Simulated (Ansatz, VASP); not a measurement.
# Two plane-wave programs on TiAl

```
Ti Al
1.0
     3.24141    0.00000    0.00000
     0.00000    3.24141    0.00000
     0.00000    0.00000    3.24141
Ti Al
1 1
Direct
  0.00000 0.00000 0.00000
  0.50000 0.50000 0.50000
```

Alike in both runs: task single point; functional LDA; k mesh 8 × 8 × 8; occupations fermi-dirac, width 0.05 eV; no spin polarisation.

```csv
,VASP,Ansatz
version,VASP 6.6.1,Ansatz 0.2.0
potentials or method,"VASP PAW LDA potentials, release 64 (Ti_sv, Al)",Ansatz PAW
plane-wave cutoff (eV),520,420
valence electrons in the cell,15,15
```

|  | VASP | Ansatz | Ansatz less VASP |
| --- | --- | --- | --- |
| gap on the k mesh at the Fermi level (eV) | none | none | - |
| pressure (GPa) | -11.0 | -11.0 | -0.06 |

LDA's correlation is that of Perdew and Zunger in VASP and of Perdew and Wang (1992) in Ansatz. A gap of «none» marks a metal or a gap that the smearing closes.
